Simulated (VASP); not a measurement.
# AlN (F-43m) in VASP: notebook

Aim: see how the results for AlN move with the level of theory and the settings. Levels: revPBE+D3(BJ), r2SCAN+rVV10, PBE, PBE+D4. Tasks: relaxation of cell and atoms, single point.

Program: VASP 6.6.1. These are calculated values, not measurements. Logs are shortened: lines on timing, memory, paths and dates and some standing lists are left out, and cuts for length are marked.

## Step 1: The cell of the first run

Symmetry: F-43m, No. 216, cubic system. Conventional cell: a = 4.368 Å, b = 4.368 Å, c = 4.368 Å, α = 90.00°, β = 90.00°, γ = 90.00°. Al (site symmetry -43m) has 4 N at 1.89 Å within 2.5 Å. Within 2.5 Å of N (site symmetry -43m) lie 4 Al at 1.89 Å.

## Step 2: Relaxation of cell and atoms, revPBE+D3(BJ)

Input file INCAR:

```
  PREC = Accurate
  ENCUT = 600
  EDIFF = 1E-7
  ISMEAR = -1
  SIGMA = 0.05
  LREAL = F
  LASPH = T
  NELM = 60
  ALGO = Normal
  ISIF = 3
  LWAVE = F
  LCHARG = F
  GGA = RE
  IVDW = 12
  IBRION = 2
  NSW = 60
  EDIFFG = -0.01
```

Input file KPOINTS:

```
Automatic mesh
0
Gamma
  10 10 10
```

Input file POSCAR:

```
AlN
1.0
    0.0000000000      2.1839935596      2.1839935596
    2.1839935596      0.0000000000      2.1839935596
    2.1839935596      2.1839935596      0.0000000000
Al N
1 1
Direct
    0.0000000000      0.0000000000      0.0000000000
    0.2500000000      0.2500000000      0.2500000000
```

Potentials or basis: VASP PAW PBE potentials, release 64 (Al, N).

Run with:

```
cat potpaw_PBE.64/Al/POTCAR potpaw_PBE.64/N/POTCAR > POTCAR
mpirun -np 1 vasp_std > vasp.out
```

OUTCAR:

```text
PREC = Accurate
   ENCUT = 600
   EDIFF = 1E-7
   ISMEAR = -1
   LREAL = F
   LASPH = T
   NELM = 60
   ISIF = 3
   GGA = RE
   IVDW = 12
   IBRION = 2
   NSW = 60
   EDIFFG = -0.01
 IVDW          = 12

 ion  position               nearest neighbor table
   1  0.000  0.000  0.000-   2 1.89   2 1.89   2 1.89   2 1.89
   2  0.250  0.250  0.250-   1 1.89   1 1.89   1 1.89   1 1.89

  LATTYP: Found a face centered cubic cell.
 ALAT       =     4.3679871192

  Lattice vectors:

 A1 = (   0.0000000000,   2.1839935596,   2.1839935596)
 A2 = (   2.1839935596,   0.0000000000,   2.1839935596)
 A3 = (   2.1839935596,   2.1839935596,   0.0000000000)

Analysis of symmetry for initial positions (statically):
=====================================================================
 Subroutine PRICEL returns:
 Original cell was already a primitive cell.

 Routine SETGRP: Setting up the symmetry group for a
 face centered cubic supercell.

 Subroutine GETGRP returns: Found 24 space group operations
 (whereof 24 operations were pure point group operations)
 out of a pool of 48 trial point group operations.

The static configuration has the point symmetry T_d .

Analysis of symmetry for dynamics (positions and initial velocities):
=====================================================================
 Subroutine PRICEL returns:
 Original cell was already a primitive cell.

 Routine SETGRP: Setting up the symmetry group for a
 face centered cubic supercell.

 Subroutine GETGRP returns: Found 24 space group operations
 (whereof 24 operations were pure point group operations)
 out of a pool of 48 trial point group operations.

The dynamic configuration has the point symmetry T_d .

 Subroutine INISYM returns: Found 24 space group operations
 (whereof 24 operations are pure point group operations),
 and found     1 'primitive' translations

----------------------------------------------------------------------------------------

                                     Primitive cell

  volume of cell :      20.8345

  direct lattice vectors                    reciprocal lattice vectors
     0.000000000  2.183993560  2.183993560    -0.228938404  0.228938404  0.228938404
     2.183993560  0.000000000  2.183993560     0.228938404 -0.228938404  0.228938404
     2.183993560  2.183993560  0.000000000     0.228938404  0.228938404 -0.228938404

  length of vectors
     3.088633312  3.088633312  3.088633312     0.396532948  0.396532948  0.396532948

  position of ions in fractional coordinates (direct lattice)
     0.000000000  0.000000000  0.000000000
     0.250000000  0.250000000  0.250000000

  ion indices of the primitive-cell ions
   primitive index   ion index
                 1           1
                 2           2

----------------------------------------------------------------------------------------

 KPOINTS: Automatic mesh

Automatic generation of k-mesh.
 Grid dimensions read from file:
 generate k-points for:   10   10   10

 Generating k-lattice:

  Cartesian coordinates                     Fractional coordinates (reciprocal lattice)
    -0.022893840  0.022893840  0.022893840     0.100000000  0.000000000  0.000000000
     0.022893840 -0.022893840  0.022893840     0.000000000  0.100000000  0.000000000
     0.022893840  0.022893840 -0.022893840     0.000000000  0.000000000  0.100000000

  Length of vectors
     0.039653295  0.039653295  0.039653295

  Shift w.r.t. Gamma in fractional coordinates (k-lattice)
     0.000000000  0.000000000  0.000000000

 Subroutine IBZKPT returns following result:
 ===========================================

 Found     47 irreducible k-points:

 Following reciprocal coordinates:
            Coordinates               Weight
  0.000000  0.000000  0.000000      1.000000
  0.100000  0.000000  0.000000      8.000000
  0.200000  0.000000  0.000000      8.000000
  0.300000  0.000000  0.000000      8.000000
  0.400000  0.000000  0.000000      8.000000
  0.500000  0.000000  0.000000      4.000000
[... 16 lines left out ...]
  0.300000  0.300000  0.000000      6.000000
  0.400000  0.300000  0.000000     24.000000
 [... further k-points ...]
   k-points           NKPTS =     47   k-points in BZ     NKDIM =     47   number of bands    NBANDS=      8
   number of dos      NEDOS =    301   number of ions     NIONS =      2
   total plane-waves  NPLWV =  21952
   dimension x,y,z NGX =    28 NGY =   28 NGZ =   28
   dimension x,y,z NGXF=    56 NGYF=   56 NGZF=   56
   ions per type =               1   1
   NGX,Y,Z   is equivalent  to a cutoff of  15.07, 15.07, 15.07 a.u.
   NGXF,Y,Z  is equivalent  to a cutoff of  30.14, 30.14, 30.14 a.u.
 SYSTEM =  unknown system
   PREC   = accura    normal or accurate (medium, high low for compatibility)
   ISTART =      0    job   : 0-new  1-cont  2-samecut
   ICHARG =      2    charge: 1-file 2-atom 10-const
   ISPIN  =      1    spin polarized calculation?
   LNONCOLLINEAR =      F non collinear calculations
   LSORBIT =      F    spin-orbit coupling
   LASPH  =      T    aspherical Exc in radial PAW
   ENCUT  =  600.0 eV  44.10 Ry    6.64 a.u.   6.17  6.17  6.17*2*pi/ulx,y,z
   NELM   =     60;   NELMIN=  2; NELMDL= -5     # of ELM steps
   EDIFF  = 0.1E-06   stopping-criterion for ELM
   LREAL  =      F    real-space projection
   EDIFFG = -.1E-01   stopping-criterion for IOM
   NSW    =     60    number of steps for IOM
   IBRION =      2    ionic relax: 0-MD 1-quasi-New 2-CG
   NFREE  =      1    steps in history (QN), initial steepest desc. (CG)
   ISIF   =      3    stress and relaxation
   ISYM   =      2    0-nonsym 1-usesym 2-fastsym
   POTIM  = 0.5000    time-step for ionic-motion
   TEBEG  =    0.0;   TEEND  =   0.0 temperature during run
   PSTRESS=    0.0 pullay stress
   NELECT =       8.0000    total number of electrons
   NUPDOWN=      -1.0000    fix difference up-down
   EMIN   =  10.00;   EMAX   =-10.00  energy-range for DOS
   EFERMI =   0.00;   METHOD = LEGACY
   ISMEAR =    -1;   SIGMA  =   0.05  broadening in eV -4-tet -1-fermi 0-gaus
   EFERMI_NEDOS =   21; number of points for ismear=-14 and -15
   IALGO  =     38    algorithm
   IMIX   =      4    mixing-type and parameters
     AMIX     =   0.40;   BMIX     =  1.00
     AMIX_MAG =   1.60;   BMIX_MAG =  1.00
  volume/ion in A,a.u.               =      10.42        70.30
  Fermi-wavevector in a.u.,A,eV,Ry     =   1.189899  2.248583 19.263943  1.415860
  Thomas-Fermi vector in A             =   2.325996
   LORBIT       =      0    0 simple, 1 ext, 2 COOP (PROOUT), +10 PAW based schemes
   GGA     = RE    functional components
   LHFCALC =     F    Hartree Fock is set to
   AEXX    =    0.0000 exact exchange contribution
   IVDW    =    12    specifies the selected vdW correction
   LEPSILON=     F    determine dielectric tensor
   LRPA    =     F    only Hartree local field effects (RPA)
 conjugate gradient relaxation of ions
 non-spin polarized calculation
  energy-cutoff  :      600.00
  volume of cell :       20.83
 maximum number of plane-waves:       725
 NGX is ok and might be reduce to    28
   NGX = 13   NGY = 13   NGZ = 13

--------------------------------------- Ionic step        1  -------------------------------------------

 number of electron       7.9999999 magnetization

 Free energy of the ion-electron system (eV)
  ---------------------------------------------------
  ext. energy  EPLUGINS =         0.00000000
  ---------------------------------------------------
  free energy    TOTEN  =       -14.23109630 eV

  energy without entropy =      -14.23109630  energy(sigma->0) =      -14.23109630

------------------------ aborting loop because EDIFF is reached ----------------------------------------

 Edisp (eV)   -1.05608

 E8    (eV) :    -0.7005

  FORCE on cell =-STRESS in cart. coord.  units (eV):
  Direction    XX          YY          ZZ          XY          YZ          ZX
  --------------------------------------------------------------------------------------
  -------------------------------------------------------------------------------------
  Total      -0.20802    -0.20802    -0.20802    -0.00000    -0.00000    -0.00000
  in kB     -15.99709   -15.99709   -15.99709    -0.00000    -0.00000    -0.00000
  external pressure =      -16.00 kB  Pullay stress =        0.00 kB
[... 61 lines left out ...]
  energy  without entropy=      -15.2873482605  energy(sigma->0) =      -15.28734826

--------------------------------------- Ionic step        3  -------------------------------------------

 number of electron       7.9999999 magnetization

 Free energy of the ion-electron system (eV)
  ---------------------------------------------------
  ext. energy  EPLUGINS =         0.00000000
  ---------------------------------------------------
  free energy    TOTEN  =       -14.22294473 eV

  energy without entropy =      -14.22294473  energy(sigma->0) =      -14.22294473

 E-fermi :   7.1332     XC(G=0): -10.8773

 val. band max:        6.1300083972   @ k =   0.0000   0.0000   0.0000
 cond. band min:       9.4834346376   @ k =   0.5000   0.5000   0.0000
 fundamental gap:      3.3534262405
 Fermi energy:         7.1331860508

 k-point     1 :       0.0000    0.0000    0.0000
  band No.  band energies     occupation
      1      -8.9281      2.00000
      2       6.1300      2.00000
      3       6.1300      2.00000
      4       6.1300      2.00000
      5      10.4233      0.00000
      6      18.8550      0.00000
      7      18.8550      0.00000
      8      18.8550      0.00000
[... 243 lines left out ...]
 k-point    24 :       0.4000    0.3000    0.0000
  band No.  band energies     occupation
      1      -6.9174      2.00000
      2       1.9807      2.00000
      3       4.4307      2.00000
      4       4.7287      2.00000
      5      11.0966      0.00000
      6      15.7988      0.00000
      7      18.5605      0.00000
      8      20.8906      0.00000

 [... further k-points ...]

------------------------ aborting loop because EDIFF is reached ----------------------------------------

 Edisp (eV)   -1.06507

 E8    (eV) :    -0.7065

  FORCE on cell =-STRESS in cart. coord.  units (eV):
  Direction    XX          YY          ZZ          XY          YZ          ZX
  --------------------------------------------------------------------------------------
  -------------------------------------------------------------------------------------
  Total       0.00094     0.00094     0.00094     0.00000     0.00000     0.00000
  in kB       0.07300     0.07300     0.07300     0.00000     0.00000     0.00000
  external pressure =        0.07 kB  Pullay stress =        0.00 kB
[... 17 lines left out ...]
  FREE ENERGIE OF THE ION-ELECTRON SYSTEM (eV)
  ---------------------------------------------------
  free  energy   TOTEN  =       -15.2880174380 eV

  energy  without entropy=      -15.2880174380  energy(sigma->0) =      -15.28801744

 reached required accuracy - stopping structural energy minimisation
```

It took 25 s on 1 thread of Intel Xeon 6975P-C, shared host; peak memory 0.16 GiB.

Results:

| Item | Value |
| --- | --- |
| Free energy | -15.2880 eV |
| Relaxed volume | 10.33 Å³/atom |
| Relaxed cell | a = 3.080 Å, b = 3.080 Å, c = 3.080 Å, α = 60.00°, β = 60.00°, γ = 60.00° |
| Space group after relaxing (to 0.05 Å) | F-43m (No. 216) |
| Energy gained by relaxing | 0.4 meV/atom |
| Ionic steps | 3 |
| Pressure after relaxing | 0.0 GPa |
| Band gap on the k mesh | 3.35 eV, indirect (least direct gap 4.29 eV) |
| Dispersion energy per atom | -0.533 eV |

The path:
| step | energy change (eV) | largest force (eV/Å) | pressure (GPa) | volume (Å³) |
| --- | --- | --- | --- | --- |
| 1 | 0.0000 | 0.0000 | -1.60 | 20.83 |
| 2 | -0.0002 | 0.0000 | 1.48 | 20.52 |
| 3 | -0.0008 | 0.0000 | 0.01 | 20.67 |

Final structure:
```
Al N
1.0
     0.00000    2.17817    2.17817
     2.17817    0.00000    2.17817
     2.17817    2.17817    0.00000
Al N
1 1
Direct
  0.00000 0.00000 0.00000
  0.25000 0.25000 0.25000
```

Levels at points of the mesh, in eV from the valence-band top:
| k point | band 2 | band 3 | band 4 | band 5 | band 6 | band 7 |
| --- | --- | --- | --- | --- | --- | --- |
| (0.00, 0.00, 0.00) | 0.00 | 0.00 | 0.00 | 4.29 | 12.73 | 12.73 |
| (0.50, 0.00, 0.00) | -5.86 | -0.48 | -0.48 | 7.52 | 9.96 | 11.25 |
| (0.50, 0.50, 0.00) | -4.90 | -1.77 | -1.77 | 3.35 | 8.75 | 14.17 |

Caveat: the PAW data sets were made with another functional, which shifts forces and pressure a little. A hybrid or GW would open this gap; revPBE tends to underestimate it.

(Continued in part 2 of 2.)
